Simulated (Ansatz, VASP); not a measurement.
# SnO: VASP beside Ansatz

```
CELL_PARAMETERS angstrom
3.19336 0.00000 0.00000
0.00000 3.19336 0.00000
0.00000 0.00000 3.19336
ATOMIC_POSITIONS crystal
Sn 0.00000 0.00000 0.00000
O 0.50000 0.50000 0.50000
```

Alike in both runs: task single point; functional PBE; k mesh 9 × 9 × 9; occupations fermi-dirac, width 0.05 eV; no spin polarisation.

|  | VASP | Ansatz |
| --- | --- | --- |
| version | VASP 6.6.1 | Ansatz 0.2.0 |
| potentials or method | VASP PAW PBE potentials, release 64 (Sn_d, O) | Ansatz PAW soft_1 |
| plane-wave cutoff (eV) | 520 | 420 |
| valence electrons in the cell | 20 | 20 |

Ansatz gave:

* gap on the k mesh at the Fermi level (eV): 0.60
* least direct gap on the mesh (eV): 0.83
* pressure (GPa): -5.1

Task: Estimate VASP's values.

Result: gap on the k mesh at the Fermi level (eV): 0.60; least direct gap on the mesh (eV): 0.83; pressure (GPa): -5.2.

The functional is the same, so the differences come from potentials, cutoffs and numerics.

Noted on Ansatz's run: odd divisions of the mesh miss points on the zone boundary, where band edges often lie, so the gap on the mesh can be too wide.
